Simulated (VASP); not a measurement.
Write the native input for VASP 6.6.1 that does the following.

```
Task                   : single point
Functional             : PBE
Potentials or basis    : VASP PAW PBE potentials, release 64 (Ca_sv, I)
Cutoff                 : 520 eV
k mesh                 : 8 × 8 × 6
Occupations            : fermi-dirac, width 0.05 eV
Spin                   : no spin polarisation
Dipole correction      : no
Further INCAR settings : ALGO = Normal; EDIFF = 1e-06; NBANDS = 16
```

The structure of CaI lies in POSCAR:

```
CaI
1.0
    4.1468200000      0.0000000000      0.0000000000
   -2.0734100000      3.5912520000      0.0000000000
    0.0000000000      0.0000000000      4.5762290000
Ca I
1 1
Direct
    0.0000000000      0.0000000000      0.5000000000
    0.6666666667      0.3333333333      0.0000000000
```

These files were run (other wordings do the same):

INCAR

```
SYSTEM = CaI
ALGO = Normal
EDIFF = 1E-6
ENCUT = 520
GGA = PE
ISIF = 2
ISMEAR = -1
LASPH = .True.
LCHARG = .False.
LREAL = .False.
LWAVE = .False.
NBANDS = 16
NELM = 60
PREC = Accurate
SIGMA = 0.05
```

KPOINTS

```
k-points
0
Gamma
  8 8 6
  0 0 0
```

Potentials or basis: VASP PAW PBE potentials, release 64 (Ca_sv, I).

Launch:

```bash
$ cat potpaw_PBE.64/Ca_sv/POTCAR potpaw_PBE.64/I/POTCAR > POTCAR
$ mpirun -np 1 vasp_std > vasp.out
```

It gave:

| Property | Result |
| --- | --- |
| Pressure | 0.0 GPa |
| Band gap on the k mesh | zero (an odd number of electrons rules out a gap without spin polarisation) |

Caveat: spin-orbit coupling is left out, which moves the levels of the heavy elements; an odd number of electrons without spin polarisation forces a metal; a magnetic or distorted state may lie lower.

It took 51 s on 1 thread of Intel Xeon 8259CL, with other jobs on the host, peak memory 0.21 GiB.
